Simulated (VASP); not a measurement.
# BaHPb: single point with PBE

Crystal: BaHPb.

```
CELL_PARAMETERS angstrom
4.99442 0.00000 0.00000
0.00000 4.99442 0.00000
0.00000 0.00000 9.03826
ATOMIC_POSITIONS crystal
Ba 0.00000 0.00000 0.00000
Ba 0.00000 0.00000 0.50000
H 0.50000 0.50000 0.25000
H 0.50000 0.50000 0.75000
Pb 0.50000 0.50000 0.00000
Pb 0.50000 0.50000 0.50000
```

```yaml
Program: VASP 6.6.1
Task: single point
Functional: PBE
Potentials_or_basis: VASP PAW PBE potentials, release 64 (Ba_sv, H, Pb_d)
Cutoff: 520 eV
k_mesh: 4 × 4 × 2
Occupations: gaussian, width 0.1 eV
Spin: no spin polarisation
Dipole_correction: no
Further_INCAR_settings: ALGO = Normal; EDIFF = 1e-06; NBANDS = 34
```

```
Pressure               : 0.2 GPa
Band gap on the k mesh : zero (bands 25 and 26 overlap by 1.46 eV)
```

Stress tensor (GPa, compression positive):
```
0.23 0.00 0.00
0.00 0.23 0.00
0.00 0.00 0.01
```

Levels at points of the mesh, in eV from the Fermi level:
| k point | band 23 | band 24 | band 25 | band 26 | band 27 | band 28 |
| --- | --- | --- | --- | --- | --- | --- |
| (0.00, 0.00, 0.00) | 0.58 | 0.78 | 0.84 | 0.84 | 1.26 | 1.44 |
| (0.50, 0.00, 0.00) | -1.39 | -0.58 | -0.21 | -0.06 | 0.54 | 0.99 |
| (0.50, 0.50, 0.00) | -0.58 | -0.09 | 0.24 | 0.24 | 0.52 | 0.61 |
| (0.00, 0.00, 0.50) | 0.99 | 0.99 | 1.06 | 1.06 | 1.06 | 1.06 |
| (0.50, 0.00, 0.50) | -1.76 | -1.76 | -0.40 | -0.40 | 1.25 | 1.25 |
| (0.50, 0.50, 0.50) | -0.33 | -0.33 | -0.33 | -0.33 | 1.61 | 1.61 |

It took 4.6 min on 1 thread of Intel Xeon 8259CL, on a shared host, peak memory 0.37 GiB.

Caveat: spin-orbit coupling is left out, which moves the levels of the heavy elements.
